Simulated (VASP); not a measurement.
A run of VASP 6.6.1 is set up as follows.

File INCAR:

```
  ALGO = Normal
  EDIFF = 1E-6
  ENCUT = 520
  GGA = PE
  ISIF = 2
  ISMEAR = 0
  LASPH = True
  LCHARG = False
  LREAL = False
  LWAVE = False
  NBANDS = 22
  NELM = 100
  PREC = Accurate
  SIGMA = 0.1
```

Contents of KPOINTS:

```
k-points
0
Gamma
  8 4 4
```

POSCAR

```
B2Cl
1.0
    0.0384284509      0.5275014945      3.2596255894
    7.1900136924      0.1785630425      0.0187595813
    0.1010033289      4.4803001163      0.9462161562
B Cl
4 2
Direct
   -0.0577945706      0.3275268987      0.0658224155
    0.4160107034      0.3274706727      1.0654442577
    0.2455148696      0.5317093757      0.9165622658
    0.6597284796      0.5309829345      0.0883221515
   -0.2079977604      0.1268080154     -0.1445573310
    0.4445382782      0.6555021031      0.5084062404
```

Potentials or basis: VASP PAW PBE potentials, release 64 (B, Cl).

Launch:

```bash
$ cat potpaw_PBE.64/B/POTCAR potpaw_PBE.64/Cl/POTCAR > POTCAR
$ mpirun -np 1 vasp_std > vasp.out
```

Predict the pressure.

-0.1 GPa.

What does it give for the band gap on the k mesh?

1.69 eV, indirect (least direct gap 1.96 eV).

Forces on the atoms (eV/Å):
```
B   -0.038 -0.020 -0.027
B   -0.035 -0.003  0.032
B    0.031 -0.027  0.004
B    0.010  0.011 -0.003
Cl   0.046  0.027 -0.004
Cl  -0.015  0.012 -0.001
```

A k mesh can miss the band edges.
